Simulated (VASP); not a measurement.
Li3S2: single point with PBE

The system is Li3S2.

```
CELL_PARAMETERS angstrom
3.79664 2.19199 2.01650
-3.79664 2.19199 2.01650
0.00000 -4.38398 2.01650
ATOMIC_POSITIONS crystal
Li 0.00000 0.50000 0.00000
Li 0.00000 0.00000 0.50000
Li 0.50000 0.00000 0.00000
S 0.73693 0.73693 0.73693
S 0.26307 0.26307 0.26307
```

The cell was built from a structure type or drawn by symmetry, and may not be a known phase.

```json
{
 "Program": "VASP 6.6.1",
 "Task": "single point",
 "Functional": "PBE",
 "Potentials or basis": "VASP PAW PBE potentials, release 64 (Li_sv, S)",
 "Cutoff": "520 eV",
 "k mesh": "6 × 6 × 6",
 "Occupations": "gaussian, width 0.1 eV",
 "Spin": "no spin polarisation",
 "Dipole correction": "no",
 "Further INCAR settings": "ALGO = Normal; EDIFF = 1e-07; NBANDS = 18"
}
```

The largest force is 0.011 eV/Å and the band gap on the k mesh is zero (an odd number of electrons rules out a gap without spin polarisation).

Forces on the atoms (eV/Å):
```
Li   0.000  0.000  0.000
Li   0.000  0.000  0.000
Li   0.000  0.000  0.000
S    0.000  0.000 -0.011
S    0.000  0.000  0.011
```

Levels at points of the mesh, in eV from the Fermi level:
```tsv
k point	band 6	band 7	band 8	band 9	band 10	band 11	band 12	band 13	band 14	band 15
(0.00, 0.00, 0.00)	-3.83	-2.71	-2.71	-1.75	-1.75	1.16	1.52	2.24	2.24	5.20
(0.50, 0.00, 0.00)	-2.96	-2.85	-2.55	-1.98	-1.95	-1.58	3.03	3.23	3.94	4.19
(0.50, 0.50, 0.00)	-4.21	-3.82	-2.81	-1.92	-1.89	1.16	2.29	3.17	5.20	5.24
(0.50, 0.50, 0.50)	-3.30	-3.30	-2.52	-2.52	-2.16	-1.96	3.65	3.65	5.42	5.42
```

Run time: 37 s on 1 thread of Intel(R) Xeon(R) Platinum 8488C (Sapphire Rapids), on a shared host, peak memory 0.21 GiB.
